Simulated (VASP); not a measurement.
Ru, 2 atoms in the cell. The structure is hexagonal, space group P6_3/mmc (No. 194). Conventional cell: a = 2.706 Å, b = 2.706 Å, c = 4.282 Å, α = 90.00°, β = 90.00°, γ = 120.00°. Within 3.5 Å of Ru (site symmetry -6m2) lie 12 Ru at 2.65 to 2.71 Å. 

```yaml
Program: VASP 6.6.1
Task: relaxation of cell and atoms
Functional: PBEsol
Potentials_or_basis: VASP PAW PBE potentials, release 64 (Ru_pv)
Cutoff: 600 eV
k_mesh: 18 × 18 × 10
Occupations: gaussian, width 0.1 eV
Spin: no spin polarisation
Dipole_correction: no
Further_INCAR_settings: ALGO = Fast; EDIFF = 1e-06; IBRION = 2; EDIFFG = -0.005; NSW = 100; ISIF = 3
```

Potentials or basis: VASP PAW PBE potentials, release 64 (Ru_pv).

Run with:

```console
$ cat potpaw_PBE.64/Ru_pv/POTCAR > POTCAR
$ mpirun -np 1 vasp_std > vasp.out
```

Hardware: 1 thread of Intel(R) Xeon(R) Platinum 8488C (Sapphire Rapids) (shared host).

**Question.** Estimate the wall time of this run.

**Answer.** Run time: 4.7 min on 1 thread of Intel(R) Xeon(R) Platinum 8488C (Sapphire Rapids) (shared host), peak memory 0.24 GiB. Counts: scf iterations 56, k points 222, ion steps 7.
